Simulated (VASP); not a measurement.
A run of VASP 6.6.1 is set up as follows.

Contents of POSCAR:

```
ZnS
1.0
    0.0000000000      2.7020000000      2.7020000000
    2.7020000000      0.0000000000      2.7020000000
    2.7020000000      2.7020000000      0.0000000000
Zn S
1 1
Direct
    0.7500000000      0.7500000000      0.7500000000
    0.0000000000      0.0000000000      0.0000000000
```

File INCAR.step1:

```
PREC = Accurate
ENCUT = 520
EDIFF = 1E-5
ISMEAR = -1
SIGMA = 0.05
LREAL = False
LASPH = True
NELM = 100
ALGO = Normal
ISIF = 2
LWAVE = True
LCHARG = False
NBANDS = 16
GGA = PE
```

INCAR.step2

```
PREC = Accurate
ENCUT = 520
EDIFF = 1E-6
ISMEAR = -1
SIGMA = 0.05
LREAL = False
LASPH = True
NELM = 100
ALGO = Normal
ISIF = 2
LWAVE = False
LCHARG = False
GGA = PE
LHFCALC = True
AEXX = 0.5
HFSCREEN = 0.2
PRECFOCK = Normal
NBANDS = 16
ISTART = 1
```

The input KPOINTS:

```
Automatic mesh
0
Gamma
  5 5 5
```

Potentials or basis: VASP PAW PBE potentials, release 64 (Zn, S).

Command:

```sh
$ cat potpaw_PBE.64/Zn/POTCAR potpaw_PBE.64/S/POTCAR > POTCAR
$ cp INCAR.step1 INCAR
$ mpirun -np 1 vasp_std > vasp.out
$ cp INCAR.step2 INCAR
$ mpirun -np 1 vasp_std > vasp.out
```

(1) What does it give for the pressure?

(2) Predict the band gap on the k mesh.

## Answers

(1) 0.3 GPa.

(2) 4.65 eV.

Caveat: the PAW data sets were made with another functional, which shifts forces and pressure a little.

**The experiment to reproduce.**

From “Electronic, vibrational, and thermodynamic properties of ZnS (zincblende and rocksalt structure)”, 2009, arxiv:0911.5022, for a bulk crystal of ZnS at 19 K: band gap 3.85 eV (direct).

Against the measured gap of ZnS, 3.85 eV (direct; 19 K; quoted in “Electronic, vibrational, and thermodynamic properties of ZnS (zincblende and rocksalt structure)”, 2009, arxiv:0911.5022), the calculated 4.65 eV is off by +0.80 eV. The value is that of PBE-based screened hybrid with 50 % exact exchange, without temperature or zero-point motion.
